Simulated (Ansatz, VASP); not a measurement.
HfN in VASP and in Ansatz

```xyz
2
Lattice="0.0000 2.2590 2.1460 2.2590 0.0000 2.1460 2.2590 2.2590 0.0000" Properties=species:S:1:pos:R:3 pbc="T T T"
Hf    0.0000    0.0000    0.0000
N     2.2590    2.2590    2.1460
```

Change from the starting cell: strain +0.000 along x and y, -0.050 along z, atoms carried along.

Alike in both runs: task single point; functional PBEsol; k mesh 18 × 18 × 18; occupations gaussian, width 0.15 eV; no spin polarisation.

```csv
,VASP,Ansatz
version,VASP 6.6.1,Ansatz 0.2.0
potentials or method,"VASP PAW PBE potentials, release 64 (Hf_pv, N), cutoff 520 eV","scalar-relativistic, plane waves, PAW"
valence electrons in the cell,15,31
```

VASP gave:

```
gap on the k mesh at the Fermi level (eV)                     : none
pressure (GPa)                                                : 12.3
traceless stress, the component that is largest in VASP (GPa) : 23.09
```

Q: Which values does Ansatz return?

A: gap on the k mesh at the Fermi level (eV): none; pressure (GPa): 14.5; traceless stress, the component that is largest in VASP (GPa): 23.06.

VASP's potentials were made for PBE, not for PBEsol. A gap of «none» marks a metal or a gap that the smearing closes. With one functional, cell and mesh, what is left measures potentials, basis and numerics. VASP's potentials hold 15 valence electrons a cell and Ansatz's 31, so a difference there can come from the potentials and not from the codes.

Spin-orbit coupling is off throughout.
